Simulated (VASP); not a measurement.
**WC: relaxation of cell and atoms with PBEsol**

WC:

```xyz
2
Lattice="0.0000 2.1927 2.1927 2.1927 0.0000 2.1927 2.1927 2.1927 0.0000" Properties=species:S:1:pos:R:3 pbc="T T T"
W     0.0000    0.0000    0.0000
C     2.1927    2.1927    2.1927
```

* Program: VASP 6.6.1
* Task: relaxation of cell and atoms
* Functional: PBEsol
* Potentials or basis: VASP PAW PBE potentials, release 64 (W_sv, C)
* Cutoff: 600 eV
* k mesh: 10 × 10 × 10
* Occupations: fermi-dirac, width 0.05 eV
* Spin: no spin polarisation
* Dipole correction: no
* Further INCAR settings: ALGO = Normal; EDIFF = 1e-06; IBRION = 2; EDIFFG = -0.02; NSW = 80; ISIF = 3

```
Relaxed volume                         : 10.29 Å³/atom
Relaxed cell                           : a = 3.076 Å, b = 3.076 Å, c = 3.076 Å, α = 60.00°, β = 60.00°, γ = 60.00°
Space group after relaxing (to 0.05 Å) : Fm-3m (No. 225)
Energy gained by relaxing              : 7.8 meV/atom
Ionic steps                            : 3
Pressure after relaxing                : -0.2 GPa
```

Step by step:
```tsv
step	energy change (eV)	largest force (eV/Å)	pressure (GPa)	volume (Å³)
1	0.0000	0.0000	-9.33	21.08
2	0.0953	0.0000	29.13	19.27
3	-0.0156	0.0000	-0.22	20.57
```

Final structure:
```cif
data_structure
_symmetry_space_group_name_H-M 'P 1'
_symmetry_Int_Tables_number 1
_cell_length_a 3.0756
_cell_length_b 3.0756
_cell_length_c 3.0756
_cell_angle_alpha 60.000
_cell_angle_beta 60.000
_cell_angle_gamma 60.000
_cell_volume 20.57
loop_
_atom_site_label
_atom_site_type_symbol
_atom_site_fract_x
_atom_site_fract_y
_atom_site_fract_z
_atom_site_occupancy
W1 W 0.00000 0.00000 0.00000 1
C1 C 0.50000 0.50000 0.50000 1
```

Levels at points of the mesh, in eV from the Fermi level:
```tsv
k point	band 6	band 7	band 8	band 9	band 10	band 11	band 12	band 13
(0.00, 0.00, 0.00)	-2.91	-2.91	-2.91	-1.13	-1.13	-1.13	-1.05	-1.05
(0.50, 0.00, 0.00)	-10.08	-6.81	-6.81	1.05	1.05	2.38	4.88	9.03
(0.50, 0.50, 0.00)	-6.04	-5.70	-2.57	-2.57	0.84	2.33	2.33	5.61
```

It took 22 s on 1 thread of Intel(R) Xeon(R) 6975P-C (Granite Rapids) (shared host), peak memory 0.17 GiB.

Caveat: the bands computed are all filled at some k points, so no gap is given; the PAW data sets were made with another functional, which shifts forces and pressure a little; spin-orbit coupling is left out, which moves the levels of the heavy elements.
